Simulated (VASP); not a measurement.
# Sc3Cu (Fm-3m) in VASP: notebook

Sc3Cu is run at these levels: PBE; tasks: single point, relaxation of cell and atoms.

Program: VASP 6.6.1. These are calculated values, not measurements. Logs are shortened: lines on timing, memory, paths and dates and some standing lists are left out, and cuts for length are marked.

## 1. The cell of the first run

Symmetry: Fm-3m, No. 225, cubic system. The conventional cell has a = 6.794 Å, b = 6.794 Å, c = 6.794 Å, α = 90.00°, β = 90.00°, γ = 90.00°. Within 3.9 Å of Sc (site symmetry -43m) lie 10 Sc at 2.94 to 3.40 Å and 4 Cu at 2.94 Å. Within 3.9 Å of Sc (site symmetry m-3m) lie 8 Sc at 2.94 Å and 6 Cu at 3.40 Å. Within 3.9 Å of Cu (site symmetry m-3m) lie 14 Sc at 2.94 to 3.40 Å.

The cell was built from a structure type or drawn by symmetry, and may not be a known phase.

## 2. Single point, PBE

Input file INCAR:

```
ALGO     = Fast           # electronic algorithm
EDIFF    = 1E-7           # SCF threshold, eV
ENCUT    = 520            # plane-wave cutoff, eV
GGA      = PE             # functional
ISIF     = 2              # what is computed and relaxed
ISMEAR   = 0              # smearing method
LASPH    = T              # aspherical terms in the spheres
LCHARG   = F              # write CHGCAR
LREAL    = F              # projectors in reciprocal space
LWAVE    = F              # write WAVECAR
NBANDS   = 30             # bands
NELM     = 60             # most SCF steps
PREC     = Accurate       # precision mode
SIGMA    = 0.1            # smearing width, eV
```

Input file KPOINTS:

```
k-points
0
Gamma
  4 4 4
```

Input file POSCAR:

```
Sc3Cu
1.0
    0.0000000000      3.3968351400      3.3968351400
    3.3968351400      0.0000000000      3.3968351400
    3.3968351400      3.3968351400      0.0000000000
Sc Cu
3 1
Direct
    0.2500000000      0.2500000000      0.2500000000
    0.7500000000      0.7500000000      0.7500000000
    0.5000000000      0.5000000000      0.5000000000
    0.0000000000      0.0000000000      0.0000000000
```

Potentials or basis: VASP PAW PBE potentials, release 64 (Sc_sv, Cu).

The run is started by

```console
cat potpaw_PBE.64/Sc_sv/POTCAR potpaw_PBE.64/Cu/POTCAR > POTCAR
mpirun -np 1 vasp_std > vasp.out
```

OUTCAR:

```text
EDIFF = 1E-7
   ENCUT = 520
   GGA = PE
   ISIF = 2
   ISMEAR = 0
   LASPH = T
   LREAL = F
   NELM = 60
   PREC = Accurate

 ion  position               nearest neighbor table
   1  0.250  0.250  0.250-   4 2.94   3 2.94   4 2.94   3 2.94   4 2.94   4 2.94   3 2.94   3 2.94
                             2 3.40   2 3.40   2 3.40   2 3.40   2 3.40   2 3.40
   2  0.750  0.750  0.750-   3 2.94   4 2.94   3 2.94   3 2.94   4 2.94   3 2.94   4 2.94   4 2.94
                             1 3.40   1 3.40   1 3.40   1 3.40   1 3.40   1 3.40
   3  0.500  0.500  0.500-   1 2.94   2 2.94   1 2.94   1 2.94   2 2.94   1 2.94   2 2.94   2 2.94

   4  0.000  0.000  0.000-   2 2.94   1 2.94   2 2.94   1 2.94   2 2.94   2 2.94   1 2.94   1 2.94

  LATTYP: Found a face centered cubic cell.
 ALAT       =     6.7936702800

  Lattice vectors:

 A1 = (   0.0000000000,   3.3968351400,   3.3968351400)
 A2 = (   3.3968351400,   0.0000000000,   3.3968351400)
 A3 = (   3.3968351400,   3.3968351400,   0.0000000000)

Analysis of symmetry for initial positions (statically):
=====================================================================
 Subroutine PRICEL returns:
 Original cell was already a primitive cell.

 Routine SETGRP: Setting up the symmetry group for a
 face centered cubic supercell.

 Subroutine GETGRP returns: Found 48 space group operations
 (whereof 48 operations were pure point group operations)
 out of a pool of 48 trial point group operations.

The static configuration has the point symmetry O_h .

Analysis of symmetry for dynamics (positions and initial velocities):
=====================================================================
 Subroutine PRICEL returns:
 Original cell was already a primitive cell.

 Routine SETGRP: Setting up the symmetry group for a
 face centered cubic supercell.

 Subroutine GETGRP returns: Found 48 space group operations
 (whereof 48 operations were pure point group operations)
 out of a pool of 48 trial point group operations.

The dynamic configuration has the point symmetry O_h .

 Subroutine INISYM returns: Found 48 space group operations
 (whereof 48 operations are pure point group operations),
 and found     1 'primitive' translations

----------------------------------------------------------------------------------------

                                     Primitive cell

  volume of cell :      78.3887

  direct lattice vectors                    reciprocal lattice vectors
     0.000000000  3.396835140  3.396835140    -0.147195839  0.147195839  0.147195839
     3.396835140  0.000000000  3.396835140     0.147195839 -0.147195839  0.147195839
     3.396835140  3.396835140  0.000000000     0.147195839  0.147195839 -0.147195839

  length of vectors
     4.803850324  4.803850324  4.803850324     0.254950673  0.254950673  0.254950673

  position of ions in fractional coordinates (direct lattice)
     0.250000000  0.250000000  0.250000000
     0.750000000  0.750000000  0.750000000
     0.500000000  0.500000000  0.500000000
     0.000000000  0.000000000  0.000000000

  ion indices of the primitive-cell ions
   primitive index   ion index
                 1           1
                 2           2
                 3           3
                 4           4

----------------------------------------------------------------------------------------

 KPOINTS: k-points

Automatic generation of k-mesh.
 Grid dimensions read from file:
 generate k-points for:    4    4    4

 Generating k-lattice:

  Cartesian coordinates                     Fractional coordinates (reciprocal lattice)
    -0.036798960  0.036798960  0.036798960     0.250000000  0.000000000  0.000000000
     0.036798960 -0.036798960  0.036798960     0.000000000  0.250000000  0.000000000
     0.036798960  0.036798960 -0.036798960     0.000000000  0.000000000  0.250000000

  Length of vectors
     0.063737668  0.063737668  0.063737668

  Shift w.r.t. Gamma in fractional coordinates (k-lattice)
     0.000000000  0.000000000  0.000000000

 Subroutine IBZKPT returns following result:
 ===========================================

 Found      8 irreducible k-points:

 Following reciprocal coordinates:
            Coordinates               Weight
  0.000000  0.000000  0.000000      1.000000
  0.250000  0.000000  0.000000      8.000000
  0.500000  0.000000  0.000000      4.000000
  0.250000  0.250000  0.000000      6.000000
  0.500000  0.250000  0.000000     24.000000
 -0.250000  0.250000  0.000000     12.000000
  0.500000  0.500000  0.000000      3.000000
 -0.250000  0.500000  0.250000      6.000000
   k-points           NKPTS =      8   k-points in BZ     NKDIM =      8   number of bands    NBANDS=     30
   number of dos      NEDOS =    301   number of ions     NIONS =      4
   total plane-waves  NPLWV =  46656
   dimension x,y,z NGX =    36 NGY =   36 NGZ =   36
   dimension x,y,z NGXF=    72 NGYF=   72 NGZF=   72
   ions per type =               3   1
   NGX,Y,Z   is equivalent  to a cutoff of  12.46, 12.46, 12.46 a.u.
   NGXF,Y,Z  is equivalent  to a cutoff of  24.92, 24.92, 24.92 a.u.
 SYSTEM =  unknown system
   PREC   = accura    normal or accurate (medium, high low for compatibility)
   ISTART =      0    job   : 0-new  1-cont  2-samecut
   ICHARG =      2    charge: 1-file 2-atom 10-const
   ISPIN  =      1    spin polarized calculation?
   LNONCOLLINEAR =      F non collinear calculations
   LSORBIT =      F    spin-orbit coupling
   LASPH  =      T    aspherical Exc in radial PAW
   ENCUT  =  520.0 eV  38.22 Ry    6.18 a.u.   8.93  8.93  8.93*2*pi/ulx,y,z
   NELM   =     60;   NELMIN=  2; NELMDL= -5     # of ELM steps
   EDIFF  = 0.1E-06   stopping-criterion for ELM
   LREAL  =      F    real-space projection
   EDIFFG = 0.1E-05   stopping-criterion for IOM
   NSW    =      0    number of steps for IOM
   IBRION =     -1    ionic relax: 0-MD 1-quasi-New 2-CG
   NFREE  =      0    steps in history (QN), initial steepest desc. (CG)
   ISIF   =      2    stress and relaxation
   ISYM   =      2    0-nonsym 1-usesym 2-fastsym
   POTIM  = 0.5000    time-step for ionic-motion
   TEBEG  =    0.0;   TEEND  =   0.0 temperature during run
   PSTRESS=    0.0 pullay stress
   NELECT =      44.0000    total number of electrons
   NUPDOWN=      -1.0000    fix difference up-down
   EMIN   =  10.00;   EMAX   =-10.00  energy-range for DOS
   EFERMI =   0.00;   METHOD = LEGACY
   ISMEAR =     0;   SIGMA  =   0.10  broadening in eV -4-tet -1-fermi 0-gaus
   EFERMI_NEDOS =   21; number of points for ismear=-14 and -15
   IALGO  =     68    algorithm
   IMIX   =      4    mixing-type and parameters
     AMIX     =   0.40;   BMIX     =  1.00
     AMIX_MAG =   1.60;   BMIX_MAG =  1.00
  volume/ion in A,a.u.               =      19.60       132.25
  Fermi-wavevector in a.u.,A,eV,Ry     =   1.350438  2.551957 24.812704  1.823682
  Thomas-Fermi vector in A             =   2.477942
   LORBIT       =      0    0 simple, 1 ext, 2 COOP (PROOUT), +10 PAW based schemes
   GGA     = PE    functional components
   LHFCALC =     F    Hartree Fock is set to
   AEXX    =    0.0000 exact exchange contribution
   IVDW    =     0    specifies the selected vdW correction
   LEPSILON=     F    determine dielectric tensor
   LRPA    =     F    only Hartree local field effects (RPA)
 non-spin polarized calculation
 RMM-DIIS sequential band-by-band and
 Gauss-broadening in eV      SIGMA  =   0.10
  energy-cutoff  :      520.00
  volume of cell :       78.39
 maximum number of plane-waves:      2148
   NGX = 17   NGY = 17   NGZ = 17

 number of electron      44.0000013 magnetization

 Free energy of the ion-electron system (eV)
  ---------------------------------------------------
  ext. energy  EPLUGINS =         0.00000000
  ---------------------------------------------------
  free energy    TOTEN  =       -21.99442170 eV

  energy without entropy =      -21.96051011  energy(sigma->0) =      -21.97746590

 E-fermi :   4.9406     XC(G=0): -10.6870

 val. band max:        4.8871234867   @ k =   0.2500   0.2500   0.0000
 cond. band min:       4.9501819272   @ k =  -0.2500   0.5000   0.2500
 fundamental gap:      0.0630584406
 Fermi energy:         4.9405777373

 k-point     1 :       0.0000    0.0000    0.0000
  band No.  band energies     occupation
      1     -44.5673      2.00000
      2     -44.4112      2.00000
      3     -44.3718      2.00000
      4     -23.3150      2.00000
      5     -23.3150      2.00000
      6     -23.3150      2.00000
[... 22 lines left out ...]
     29       8.3327      0.00000
     30       8.3597      0.00000

 k-point     2 :       0.2500    0.0000    0.0000
  band No.  band energies     occupation
      1     -44.5460      2.00000
      2     -44.4169      2.00000
      3     -44.3876      2.00000
      4     -23.3523      2.00000
      5     -23.3523      2.00000
      6     -23.3478      2.00000
[... 22 lines left out ...]
     29       7.5633      0.00000
     30       8.3065      0.00000

 k-point     3 :       0.5000    0.0000    0.0000
  band No.  band energies     occupation
      1     -44.5170      2.00000
      2     -44.4302      2.00000
      3     -44.4036      2.00000
      4     -23.3802      2.00000
      5     -23.3802      2.00000
      6     -23.3359      2.00000
[... 22 lines left out ...]
     29       6.9091      0.00000
     30       8.3292      0.00000

 k-point     4 :       0.2500    0.2500    0.0000
  band No.  band energies     occupation
      1     -44.5383      2.00000
      2     -44.4174      2.00000
      3     -44.3949      2.00000
      4     -23.3995      2.00000
      5     -23.3995      2.00000
      6     -23.2887      2.00000
[... 22 lines left out ...]
     29       7.6652      0.00000
     30       7.7804      0.00000

 k-point     5 :       0.5000    0.2500    0.0000
  band No.  band energies     occupation
      1     -44.5064      2.00000
      2     -44.4277      2.00000
      3     -44.4167      2.00000
      4     -23.4227      2.00000
      5     -23.4132      2.00000
      6     -23.3009      2.00000
[... 22 lines left out ...]
     29       7.4056      0.00000
     30       7.7481      0.00000

 k-point     6 :      -0.2500    0.2500    0.0000
  band No.  band energies     occupation
      1     -44.5185      2.00000
      2     -44.4237      2.00000
      3     -44.4085      2.00000
      4     -23.3831      2.00000
      5     -23.3818      2.00000
      6     -23.3597      2.00000
[... 22 lines left out ...]
     29       7.1821      0.00000
     30       7.7648      0.00000

 k-point     7 :       0.5000    0.5000    0.0000
  band No.  band energies     occupation
      1     -44.4909      2.00000
      2     -44.4364      2.00000
      3     -44.4236      2.00000
      4     -23.4574      2.00000
      5     -23.4574      2.00000
      6     -23.1881      2.00000
[... 22 lines left out ...]
     29       6.6882      0.00000
     30       8.0561      0.00000

 k-point     8 :      -0.2500    0.5000    0.2500
  band No.  band energies     occupation
      1     -44.4909      2.00000
      2     -44.4300      2.00000
      3     -44.4300      2.00000
      4     -23.4630      2.00000
      5     -23.3458      2.00000
      6     -23.3458      2.00000
[... 22 lines left out ...]
     29       7.6433      0.00000
     30       7.8199      0.00000

------------------------ aborting loop because EDIFF is reached ----------------------------------------

  FORCE on cell =-STRESS in cart. coord.  units (eV):
  Direction    XX          YY          ZZ          XY          YZ          ZX
  --------------------------------------------------------------------------------------
  -------------------------------------------------------------------------------------
  Total        1.7275603      1.7275603      1.7275603      0.0000000      0.0000000     -0.0000000
  in kB       35.3094044     35.3094044     35.3094044      0.0000000      0.0000000     -0.0000000
  external PRESSURE =      35.3094044 kB  Pullay stress =       0.0000000 kB

 VOLUME and BASIS-vectors are now :
 -----------------------------------------------------------------------------
  energy-cutoff  :      520.00
  volume of cell :       78.39
      direct lattice vectors                 reciprocal lattice vectors
     0.000000000  3.396835140  3.396835140    -0.147195839  0.147195839  0.147195839
     3.396835140  0.000000000  3.396835140     0.147195839 -0.147195839  0.147195839
     3.396835140  3.396835140  0.000000000     0.147195839  0.147195839 -0.147195839

 POSITION                                       TOTAL-FORCE (eV/Angst)
 -----------------------------------------------------------------------------------
      1.69842      1.69842      1.69842        -0.000000      0.000000      0.000000
      5.09525      5.09525      5.09525         0.000000      0.000000      0.000000
      3.39684      3.39684      3.39684        -0.000000     -0.000000     -0.000000
      0.00000      0.00000      0.00000        -0.000000     -0.000000     -0.000000
 -----------------------------------------------------------------------------------
    total drift:                                0.000000      0.000000      0.000000

  FREE ENERGIE OF THE ION-ELECTRON SYSTEM (eV)
  ---------------------------------------------------
  free  energy   TOTEN  =       -21.9944217017 eV

  energy  without entropy=      -21.9605101074  energy(sigma->0) =      -21.97746590
```

It took 72 s on 1 thread of Intel Xeon 8259CL, shared host; peak memory 0.2 GiB.

Results:

```yaml
Free_energy: -21.9944 eV
Pressure: 3.5 GPa
Band_gap_on_the_k_mesh: zero (bands 22 and 23 overlap by 0.86 eV)
```

Caveat: the k points lie up to 0.40 Å⁻¹ apart, too coarse for converged energies and pressures of a metal.

[end of part 1 of 2]
